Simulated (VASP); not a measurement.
Input of a VASP 6.6.1 run:

File POSCAR:

```
C
1.0
   -2.4291088834      2.4291088834      2.4291088834
    2.4291088834     -2.4291088834      2.4291088834
    2.4291088834      2.4291088834     -2.4291088834
C
8
Direct
    0.3254551632      0.0000000000      0.0000000000
    0.6745448368      0.6745448368      0.6745448368
    0.0000000000      0.3254551632      0.0000000000
    0.0000000000      0.0000000000      0.3254551632
    0.0000000000      0.6745448368      0.0000000000
    0.3254551632      0.3254551632      0.3254551632
    0.6745448368      0.0000000000      0.0000000000
    0.0000000000      0.0000000000      0.6745448368
```

INCAR.step1

```
SYSTEM = C
  PREC = Accurate
  ENCUT = 520
  ISMEAR = 0
  SIGMA = 0.02
  LREAL = .FALSE.
  LASPH = .TRUE.
  NELM = 80
  NBANDS = 26
  GGA = PE
  ALGO = Normal
  EDIFF = 1E-4
  LWAVE = .TRUE.
  LCHARG = .FALSE.
```

File INCAR.step2:

```
SYSTEM = C
  PREC = Accurate
  ENCUT = 520
  EDIFF = 1E-7
  ISMEAR = 0
  SIGMA = 0.02
  LREAL = .FALSE.
  LASPH = .TRUE.
  NELM = 80
  ALGO = Normal
  ISIF = 2
  LWAVE = .FALSE.
  LCHARG = .FALSE.
  METAGGA = R2SCAN
  LMIXTAU = .TRUE.
  NBANDS = 26
  ISTART = 1
```

KPOINTS

```
Automatic mesh
0
G
  8 8 8
  0 0 0
```

Potentials or basis: VASP PAW PBE potentials, release 64 (C).

Command:

```bash
$ cat potpaw_PBE.64/C/POTCAR > POTCAR
$ cp INCAR.step1 INCAR
$ mpirun -np 1 vasp_std > vasp.out
$ cp INCAR.step2 INCAR
$ mpirun -np 1 vasp_std > vasp.out
```

Q: What does it give for the pressure?

A: 0.9 GPa.

Q: What does it give for the band gap on the k mesh?

A: 3.17 eV, indirect (least direct gap 4.12 eV).

Q: Estimate the largest force.

A: 0.050 eV/Å.

Forces on the atoms (eV/Å):
```
C   -0.029  0.029  0.029
C   -0.029 -0.029 -0.029
C    0.029 -0.029  0.029
C    0.029  0.029 -0.029
C   -0.029  0.029 -0.029
C    0.029  0.029  0.029
C    0.029 -0.029 -0.029
C   -0.029 -0.029  0.029
```

Caveat: the PAW data sets were made with another functional, which shifts forces and pressure a little. r2SCAN opens gaps a little over a GGA but as a rule still falls short of measured ones.
